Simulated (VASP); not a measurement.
Input of a VASP 6.6.1 run:

INCAR

```
SYSTEM = Bi3H2
PREC = Accurate
ENCUT = 600
EDIFF = 1E-6
ISMEAR = 0
SIGMA = 0.1
LREAL = .FALSE.
LASPH = .TRUE.
NELM = 100
ALGO = Normal
ISIF = 3
LWAVE = .FALSE.
LCHARG = .FALSE.
GGA = PE
IBRION = 2
NSW = 90
EDIFFG = -0.04
```

KPOINTS

```
regular mesh
0
G
  4 4 4
  0 0 0
```

The input POSCAR:

```
Bi3H2
1.0
    3.9914467600      0.0000000000      0.0000000000
    0.0000000000      3.9914467600      0.0000000000
    0.0000000000      0.0000000000      6.7111940800
Bi H
3 2
Direct
    0.5000000000      0.5000000000      0.8378595300
    0.5000000000      0.5000000000      0.1621404700
    0.5000000000      0.5000000000      0.5000000000
    0.0000000000      0.5000000000      0.5000000000
    0.5000000000      0.0000000000      0.5000000000
```

Potentials or basis: VASP PAW PBE potentials, release 64 (Bi_d, H).

Run with:

```bash
$ cat potpaw_PBE.64/Bi_d/POTCAR potpaw_PBE.64/H/POTCAR > POTCAR
$ mpirun -np 1 vasp_std > vasp.out
```

What does it give for the space group after relaxing (to 0.1 Å)?

P4/mmm (No. 123).

Predict the relaxed volume.

29.34 Å³/atom.

Estimate the band gap on the k mesh.

zero (an odd number of electrons rules out a gap without spin polarisation).

Step by step:
| step | energy change (eV) | largest force (eV/Å) | pressure (GPa) | volume (Å³) |
| --- | --- | --- | --- | --- |
| 1 | 0.0000 | 3.7287 | 60.30 | 106.92 |
| 2 | -6.7545 | 0.6423 | -13.20 | 240.62 |
| 3 | -12.1108 | 0.7679 | -2.65 | 165.77 |
| 4 | -12.1439 | 0.8522 | -2.46 | 164.02 |
| 5 | -12.2168 | 1.6244 | -0.16 | 151.62 |
| 6 | -12.2305 | 1.2695 | -1.36 | 156.69 |
| 7 | -12.2340 | 1.3419 | -1.14 | 155.60 |
| 8 | -12.2343 | 1.4112 | -0.92 | 154.60 |
| 9 | -12.4334 | 1.1240 | -0.84 | 150.87 |
| 10 | -12.6285 | 0.5919 | 0.18 | 143.76 |
| 11 | -12.6373 | 0.3801 | 0.69 | 141.58 |
| 12 | -12.6725 | 0.2156 | 0.80 | 143.39 |
| 13 | -12.6739 | 0.1027 | 0.75 | 143.12 |
| 14 | -12.6828 | 0.0037 | -0.05 | 146.81 |
| 15 | -12.6828 | 0.0001 | 0.00 | 146.70 |

Caveat: the k points lie up to 0.40 Å⁻¹ apart in the final cell, too coarse for converged energies and pressures of a metal; the volume moved by over 15 % at a fixed basis, so the end points are rough; spin-orbit coupling is left out, which moves the levels of the heavy elements.
